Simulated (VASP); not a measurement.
# Be5ZnSe6 (P3m1) in VASP: a series of runs, part 2 of 2

VASP 6.6.1. The steps go on from the part before.

## Step 3: Relaxation of cell and atoms, PBE

INCAR reads:

```
SYSTEM = Be5ZnSe6
  ALGO = Normal
  EDIFF = 1E-7
  EDIFFG = -0.04
  ENCUT = 600
  GGA = PE
  GGA_COMPAT = .False.
  IBRION = 2
  ISIF = 3
  ISMEAR = 0
  LASPH = .True.
  LCHARG = .False.
  LREAL = .False.
  LWAVE = .False.
  NELM = 120
  NELMIN = 4
  NSW = 90
  PREC = Accurate
  SIGMA = 0.1
```

KPOINTS reads:

```
k-points
0
Gamma
  6 6 1
  0 0 0
```

POSCAR reads:

```
Be5ZnSe6
1.0
    3.7313964900      0.0000000000      0.0000000000
   -1.8656982500      3.2314841600      0.0000000000
    0.0000000000      0.0000000000     18.2800348800
Be Zn Se
5 1 6
Direct
    0.0000000000      0.0000000000      0.0000000000
    0.6666666700      0.3333333300      0.6666666700
    0.0000000000      0.0000000000      0.5000000000
    0.3333333300      0.6666666700      0.3333333300
    0.6666666700      0.3333333300      0.1666666700
    0.3333333300      0.6666666700      0.8333333300
    0.3333333300      0.6666666700      0.9583333300
    0.6666666700      0.3333333300      0.7916666700
    0.0000000000      0.0000000000      0.6250000000
    0.3333333300      0.6666666700      0.4583333300
    0.6666666700      0.3333333300      0.2916666700
    0.0000000000      0.0000000000      0.1250000000
```

Potentials or basis: VASP PAW PBE potentials, release 64 (Be, Zn, Se).

The run is started by

```sh
$ cat potpaw_PBE.64/Be/POTCAR potpaw_PBE.64/Zn/POTCAR potpaw_PBE.64/Se/POTCAR > POTCAR
$ mpirun -np 1 vasp_std > vasp.out
```

OUTCAR:

```text
SYSTEM = Be5ZnSe6
   EDIFF = 1E-7
   EDIFFG = -0.04
   ENCUT = 600
   GGA = PE
   IBRION = 2
   ISIF = 3
   ISMEAR = 0
   LASPH = .True.
   LREAL = .False.
   NELM = 120
   NELMIN = 4
   NSW = 90
   PREC = Accurate

 ion  position               nearest neighbor table
   1  0.000  0.000  0.000-  12 2.29   7 2.29   7 2.29   7 2.29
   2  0.667  0.333  0.667-   8 2.29   9 2.29   9 2.29   9 2.29
   3  0.000  0.000  0.500-   9 2.29  10 2.29  10 2.29  10 2.29
   4  0.333  0.667  0.333-  11 2.29  11 2.29  10 2.29  11 2.29
   5  0.667  0.333  0.167-  11 2.29  12 2.29  12 2.29  12 2.29
   6  0.333  0.667  0.833-   8 2.29   8 2.29   7 2.29   8 2.29
   7  0.333  0.667  0.958-   6 2.29   1 2.29   1 2.29   1 2.29
   8  0.667  0.333  0.792-   6 2.29   6 2.29   2 2.29   6 2.29
   9  0.000  0.000  0.625-   3 2.29   2 2.29   2 2.29   2 2.29
  10  0.333  0.667  0.458-   4 2.29   3 2.29   3 2.29   3 2.29
  11  0.667  0.333  0.292-   4 2.29   4 2.29   5 2.29   4 2.29
  12  0.000  0.000  0.125-   1 2.29   5 2.29   5 2.29   5 2.29

  LATTYP: Found a hexagonal cell.
 ALAT       =     3.7313964900
 C/A-ratio  =     4.8989794917

  Lattice vectors:

 A1 = (   3.7313964900,   0.0000000000,   0.0000000000)
[... 181 lines left out ...]
  energy without entropy =      -49.54838259  energy(sigma->0) =      -49.54838259

------------------------ aborting loop because EDIFF is reached ----------------------------------------

  FORCE on cell =-STRESS in cart. coord.  units (eV):
  Direction    XX          YY          ZZ          XY          YZ          ZX
  --------------------------------------------------------------------------------------
  -------------------------------------------------------------------------------------
  Total        1.6118709      1.6118709      1.4020174     -0.0000000      0.0000000      0.0000000
  in kB       11.7162977     11.7162977     10.1909235     -0.0000000      0.0000000      0.0000000
  external PRESSURE =      11.2078396 kB  Pullay stress =       0.0000000 kB
[... 119 lines left out ...]
  FREE ENERGIE OF THE ION-ELECTRON SYSTEM (eV)
  ---------------------------------------------------
  free  energy   TOTEN  =       -49.8227669061 eV

  energy  without entropy=      -49.8227669061  energy(sigma->0) =      -49.82276691

[... ionic steps 4 to 11 ...]

--------------------------------------- Ionic step       12  -------------------------------------------

 number of electron      57.9999988 magnetization

------------------------ aborting loop because EDIFF is reached ----------------------------------------
[... 87 lines left out ...]
--------------------------------------- Ionic step       14  -------------------------------------------

 number of electron      57.9999988 magnetization

 Free energy of the ion-electron system (eV)
  ---------------------------------------------------
  ext. energy  EPLUGINS =         0.00000000
  ---------------------------------------------------
  free energy    TOTEN  =       -49.98962567 eV

  energy without entropy =      -49.98962567  energy(sigma->0) =      -49.98962567

 E-fermi :   3.7544     XC(G=0):  -9.3230

 val. band max:        3.3068722888   @ k =   0.0000   0.0000   0.0000
 cond. band min:       5.4392126914   @ k =   0.5000  -0.0000   0.0000
 fundamental gap:      2.1323404026
 Fermi energy:         3.7543589986

 k-point     1 :       0.0000    0.0000    0.0000
  band No.  band energies     occupation
      1     -10.7651      2.00000
      2     -10.5494      2.00000
      3     -10.4585      2.00000
      4      -9.9759      2.00000
      5      -9.8652      2.00000
      6      -9.5349      2.00000
[... 301 lines left out ...]
  FREE ENERGIE OF THE ION-ELECTRON SYSTEM (eV)
  ---------------------------------------------------
  free  energy   TOTEN  =       -49.9896256736 eV

  energy  without entropy=      -49.9896256736  energy(sigma->0) =      -49.98962567

 reached required accuracy - stopping structural energy minimisation
```

Run time: 18 min. Hardware: 1 thread of Oxide Virtual Turin-like, shared host; peak memory 0.38 GiB.

What came out:

```
Free energy                           : -49.9896 eV
Relaxed volume                        : 18.40 Å³/atom
Relaxed cell                          : a = 3.729 Å, b = 3.729 Å, c = 18.331 Å, α = 90.00°, β = 90.00°, γ = 120.00°
Space group after relaxing (to 0.1 Å) : P3m1 (No. 156)
Energy gained by relaxing             : 36.8 meV/atom
Ionic steps                           : 14
Pressure after relaxing               : 0.0 GPa
Largest force after relaxing          : 0.012 eV/Å
Band gap on the k mesh                : 2.13 eV (least direct gap 2.81 eV)
```

Forces on the atoms (eV/Å):
```
Be   0.000  0.000  0.000
Be   0.000  0.000 -0.008
Be   0.000  0.000  0.000
Be   0.000  0.000 -0.008
Be   0.000  0.000  0.010
Zn   0.000  0.000  0.001
Se   0.000  0.000  0.011
Se   0.000  0.000 -0.007
Se   0.000  0.000 -0.012
Se   0.000  0.000  0.010
Se   0.000  0.000 -0.003
Se   0.000  0.000  0.005
```

The path:
| step | energy change (eV) | largest force (eV/Å) | pressure (GPa) | volume (Å³) |
| --- | --- | --- | --- | --- |
| 1 | 0.0000 | 2.0413 | 1.12 | 220.42 |
| 2 | -0.2583 | 0.7603 | -0.71 | 224.54 |
| 3 | -0.2744 | 0.6635 | -1.20 | 225.92 |
| 4 | -0.3388 | 0.5782 | -0.09 | 221.88 |
| 5 | -0.3540 | 0.5157 | 0.83 | 218.84 |
| 6 | -0.3953 | 0.3199 | 0.35 | 219.94 |
| 7 | -0.4034 | 0.2945 | 0.05 | 220.73 |
| 8 | -0.4203 | 0.2279 | -0.16 | 221.33 |
| 9 | -0.4279 | 0.2603 | -0.40 | 222.09 |
| 10 | -0.4385 | 0.0961 | 0.17 | 220.30 |
| 11 | -0.4387 | 0.0997 | 0.26 | 220.01 |
| 12 | -0.4408 | 0.0639 | -0.10 | 221.06 |
| 13 | -0.4409 | 0.0457 | -0.03 | 220.85 |
| 14 | -0.4412 | 0.0116 | -0.01 | 220.78 |

Final structure:
```cif
data_structure
_symmetry_space_group_name_H-M 'P 1'
_symmetry_Int_Tables_number 1
_cell_length_a 3.7292
_cell_length_b 3.7292
_cell_length_c 18.3314
_cell_angle_alpha 90.000
_cell_angle_beta 90.000
_cell_angle_gamma 120.000
_cell_volume 220.78
loop_
_atom_site_label
_atom_site_type_symbol
_atom_site_fract_x
_atom_site_fract_y
_atom_site_fract_z
_atom_site_occupancy
Be1 Be 0.00000 0.00000 0.00911 1
Be2 Be 0.66667 0.33333 0.65748 1
Be3 Be 0.00000 0.00000 0.49560 1
Be4 Be 0.33333 0.66667 0.33347 1
Be5 Be 0.66667 0.33333 0.17127 1
Zn1 Zn 0.33333 0.66667 0.83572 1
Se1 Se 0.33333 0.66667 0.96971 1
Se2 Se 0.66667 0.33333 0.77901 1
Se3 Se 0.00000 0.00000 0.61794 1
Se4 Se 0.33333 0.66667 0.45569 1
Se5 Se 0.66667 0.33333 0.29358 1
Se6 Se 0.00000 0.00000 0.13144 1
```

Levels at points of the mesh, in eV from the valence-band top:
```tsv
k point	band 26	band 27	band 28	band 29	band 30	band 31	band 32	band 33
(0.00, 0.00, 0.00)	-0.79	-0.58	0.00	0.00	2.81	3.38	3.47	3.53
(0.50, 0.00, 0.00)	-2.11	-1.83	-1.55	-1.15	2.13	2.84	3.00	3.22
```
